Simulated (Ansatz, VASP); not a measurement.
**SnSe2: VASP beside Ansatz**

```
Se Sn
1.0
     3.82385    0.00000    0.00000
    -1.91193    3.31155    0.00000
     0.00000    0.00000   30.16000
Se Sn
2 1
Direct
  0.33333 0.66667 0.23174
  0.66667 0.33333 0.33789
  0.00000 0.00000 0.28481
```

Alike in both runs: functional PBE; dispersion D3(BJ); k mesh 12 × 12 × 1; occupations gaussian, width 0.03 eV; no spin polarisation.

Ansatz relaxed the structure, and its values are those at the end. VASP's run is a single point on that final structure, the one shown.

|  | VASP | Ansatz |
| --- | --- | --- |
| version | VASP 6.6.1 | Ansatz 0.2.0 |
| potentials or method | VASP PAW PBE potentials, release 64 (Se, Sn_d), cutoff 400 eV | scalar-relativistic, plane waves, PAW |
| valence electrons in the cell | 26 | 46 |

|  | VASP | Ansatz | Ansatz less VASP |
| --- | --- | --- | --- |
| gap on the k mesh at the Fermi level (eV) | 0.77 | 0.78 | +0.002 |
| least direct gap on the mesh (eV) | 1.11 | 1.12 | +0.002 |
| rms of the force components (eV/Å) | 0.007 | 0.000 | -0.0069 |

VASP's potentials hold 26 valence electrons a cell and Ansatz's 46, so a difference there can come from the potentials and not from the codes. Ansatz's warnings: slab cell height set, structure snapped to symmetry.
